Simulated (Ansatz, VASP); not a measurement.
## Ga4AsP3 in VASP and in Ansatz

```
Ga P As
1.0
     5.56170    0.00013    0.00042
     0.00007    5.56479    0.00022
     0.00038    0.00020    5.56586
Ga P As
4 3 1
Direct
  0.75421 0.75434 0.24550
  0.75457 0.24563 0.75454
  0.24575 0.75446 0.75427
  0.24546 0.24558 0.24573
  0.50000 0.00013 0.00002
  0.00015 0.50016 0.99999
  0.99983 0.99987 0.49995
  0.50003 0.49984 0.50000
```

Change from the starting cell: cell x1, atoms moved at random (sigma 0.15 Å) and cell strained at random (1.5 %), then relaxed without symmetry.

Alike in both runs: functional PBE; k mesh 4 × 4 × 4; occupations gaussian, width 0.1 eV; no spin polarisation.

Ansatz relaxed the structure, and its values are those at the end. VASP's run is a single point on that final structure, the one shown.

|  | VASP | Ansatz |
| --- | --- | --- |
| version | VASP 6.6.1 | Ansatz 0.2.0 |
| potentials or method | VASP PAW PBE potentials, release 64 (Ga_d, P, As), cutoff 520 eV | scalar-relativistic, plane waves, PAW |
| valence electrons in the cell | 72 | 82 |

```csv
,VASP,Ansatz,Ansatz less VASP
gap on the k mesh at the Fermi level (eV),1.16,1.16,+0.003
least direct gap on the mesh (eV),1.16,1.16,+0.003
pressure (GPa),0.0,0.0,-0.04
rms of the force components (eV/Å),0.007,0.003,-0.0048
```

The functional is the same, so the differences come from potentials, cutoffs and numerics. VASP's potentials hold 72 valence electrons a cell and Ansatz's 82, so a difference there can come from the potentials and not from the codes.
